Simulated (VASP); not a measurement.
The system is Al.

```xyz
1
Lattice="0.0000 1.9835 1.9835 1.9835 0.0000 1.9835 1.9835 1.9835 0.0000" Properties=species:S:1:pos:R:3 pbc="T T T"
Al    0.0000    0.0000    0.0000
```

Base run:

- Program: VASP 6.6.1
- Functional: b88 exchange, pbe correlation
- Potentials or basis: VASP PAW PBE potentials, release 64 (Al)
- Cutoff: 500 eV
- k mesh: 11 × 11 × 11
- Occupations: fermi-dirac, width 0.05 eV
- Spin: no spin polarisation

Its results: band gap on the k mesh zero (an odd number of electrons rules out a gap without spin polarisation); pressure 5.5 GPa.

Question: The run is repeated on the same cell with these changes: functional from b88 exchange, pbe correlation to PBE0; cutoff from 500 eV to 520 eV; k mesh from 11 × 11 × 11 to 6 × 6 × 6. What comes out?

Answer: Band gap on the k mesh zero (an odd number of electrons rules out a gap without spin polarisation); pressure 3.7 GPa.

Several settings changed at once.

Caveats: some runs use coarse meshes; the PAW data sets were made with another functional, which shifts forces and pressure a little; the cell stands under pressure (at least some runs).
